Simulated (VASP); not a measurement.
Write the native input for VASP 6.6.1 that does the following.

| Quantity | Value |
| --- | --- |
| Task | relaxation of shape and atoms at fixed volume |
| Functional | PBE |
| Potentials or basis | VASP PAW PBE potentials, release 64 (Si, C) |
| Cutoff | 600 eV |
| k mesh | 12 × 12 × 2 |
| Occupations | gaussian, width 0.02 eV |
| Spin | no spin polarisation |
| Dipole correction | no |
| Further INCAR settings | ALGO = Normal; EDIFF = 1e-06; IBRION = 2; EDIFFG = -0.01; NSW = 50; ISIF = 4 |

The structure of SiC lies in POSCAR:

```
SiC
1.0
    3.0637333288      0.0000000000      0.0000000000
   -1.5318666644      2.6532708932      0.0000000000
    0.0000000000      0.0000000000     15.0330310975
Si C
6 6
Direct
    0.0000000000      0.0000000000      0.1250399221
    0.0000000000      0.0000000000      0.6250399221
    0.3333333333      0.6666666667      0.2918177992
    0.6666666667      0.3333333333      0.7918177992
    0.3333333333      0.6666666667      0.9583095063
    0.6666666667      0.3333333333      0.4583095063
    0.0000000000      0.0000000000     -0.0003123163
    0.0000000000      0.0000000000      0.4996876837
    0.3333333333      0.6666666667      0.1668296831
    0.6666666667      0.3333333333      0.6668296831
    0.3333333333      0.6666666667      0.8333154056
    0.6666666667      0.3333333333      0.3333154056
```

These files were run (other wordings do the same):

INCAR

```
PREC = Accurate ; ENCUT = 600
EDIFF = 1E-6 ; ISMEAR = 0
SIGMA = 0.02 ; LREAL = F
LASPH = T ; NELM = 100
ALGO = Normal ; ISIF = 4
LWAVE = F ; LCHARG = F
GGA = PE ; IBRION = 2
NSW = 50 ; EDIFFG = -0.01
```

KPOINTS

```
Automatic mesh
0
Gamma
  12 12 2
```

Potentials or basis: VASP PAW PBE potentials, release 64 (Si, C).

The run is started by

```bash
$ cat potpaw_PBE.64/Si/POTCAR potpaw_PBE.64/C/POTCAR > POTCAR
$ mpirun -np 1 vasp_std > vasp.out
```

It gave:

- Pressure after relaxing: 6.7 GPa
- Largest force after relaxing: 0.008 eV/Å
- Band gap on the k mesh: 2.02 eV (least direct gap 3.12 eV)

Caveat: the relaxation stopped at its first step, so nothing moved.

Wall time 4.1 min on 1 thread of Intel Xeon 8259CL, on a shared host, peak memory 0.32 GiB.
